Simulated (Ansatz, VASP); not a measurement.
**One calculation of ZnO, two programs**

File POSCAR:

```
ZnO
1.0
    3.1382806409      0.0000000000      0.0000000000
   -1.5691403205      2.7178307592      0.0000000000
    0.0000000000      0.0000000000      5.0546232766
Zn O
2 2
Direct
    0.3333333333      0.6666666667     -0.0023477533
    0.6666666667      0.3333333333      0.4976522467
    0.3333333333      0.6666666667      0.3773477533
    0.6666666667      0.3333333333      0.8773477533
```

Contents of INCAR.step1:

```
SYSTEM = ZnO
PREC = Accurate
ENCUT = 520
ISMEAR = 0
SIGMA = 0.01
LREAL = .False.
LASPH = .True.
NELM = 80
NBANDS = 26
GGA = PE
ALGO = Normal
EDIFF = 1E-4
LWAVE = .True.
LCHARG = .False.
```

Contents of INCAR.step2:

```
SYSTEM = ZnO
PREC = Accurate
ENCUT = 520
EDIFF = 1E-6
ISMEAR = 0
SIGMA = 0.01
LREAL = .False.
LASPH = .True.
NELM = 80
ALGO = Normal
ISIF = 2
LWAVE = .False.
LCHARG = .False.
METAGGA = R2SCAN
LMIXTAU = .True.
NBANDS = 26
ISTART = 1
```

KPOINTS

```
regular mesh
0
Gamma
  12 12 6
  0 0 0
```

Input for Ansatz:

```yaml
crystal:
  lattice:
    - [3.1382806409, 0.0, 0.0]
    - [-1.5691403205, 2.7178307592, 0.0]
    - [0.0, 0.0, 5.0546232766]
  atoms:
    - { symbol: Zn, position: [0.3333333333, 0.6666666667, -0.0023477533] }
    - { symbol: Zn, position: [0.6666666667, 0.3333333333, 0.4976522467] }
    - { symbol: O, position: [0.3333333333, 0.6666666667, 0.3773477533] }
    - { symbol: O, position: [0.6666666667, 0.3333333333, 0.8773477533] }
kpoints:
  mp_grid: { grid: [12, 12, 6] }
  band_path:
    path:
      - [0.0, 0.0, 0.0]
      - [0.5, 0.0, 0.0]
      - [0.3333333333, 0.3333333333, 0.0]
      - [0.0, 0.0, 0.5]
      - [0.5, 0.0, 0.5]
      - [0.3333333333, 0.3333333333, 0.5]
    npoints: 1
hamiltonian:
  xc: r2scan
scf:
  occupations: { method: fixed }
  n_extra_bands: 5
output:
  forces: true
  stress: true
  eigenvalues: true
```

Change from the starting cell: hydrostatic strain -3.0%.

Alike in both runs: task single point; functional r2SCAN; k mesh 12 × 12 × 6; no spin polarisation.

|  | VASP | Ansatz |
| --- | --- | --- |
| version | VASP 6.6.1 | Ansatz 0.2.0 |
| potentials or method | VASP PAW PBE potentials, release 64 (Zn, O) | plane waves, PAW |
| plane-wave cutoff (eV) | 520 | 500 |
| occupations | gaussian, width 0.01 eV | fixed |
| valence electrons in the cell | 36 | 36 |

|  | VASP | Ansatz | Ansatz less VASP |
| --- | --- | --- | --- |
| gap on the k mesh at the Fermi level (eV) | 1.37 | 1.37 | -0.003 |
| pressure (GPa) | 18.4 | 16.8 | -1.63 |
| traceless stress, the component that is largest in VASP (GPa) | -0.07 | -0.13 | -0.056 |

VASP's potentials were made for PBE, not for r2SCAN.
